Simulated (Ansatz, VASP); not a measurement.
**One calculation of Ti, two programs**

```
Ti
1.0
     0.00000    2.81085    2.81085
     2.81085    0.00000    2.81085
     2.81085    2.81085    0.00000
Ti
2
Cartesian
  0.0000 0.0000 0.0000
  1.4054 1.4054 1.4054
```

Change from the starting cell: volume scaled by 0.97.

Alike in both runs: task single point; functional PBE; k mesh 11 × 11 × 11; occupations fermi-dirac, width 0.05 eV; no spin polarisation.

|  | VASP | Ansatz |
| --- | --- | --- |
| version | VASP 6.6.1 | Ansatz 0.2.0 |
| potentials or method | VASP PAW PBE potentials, release 64 (Ti_sv), cutoff 520 eV | all-electron LAPW, scalar-relativistic |

```csv
,VASP,Ansatz,Ansatz less VASP
pressure (GPa),1.2,1.1,-0.12
```

Ansatz ran all-electron here, and VASP with PAW potentials.
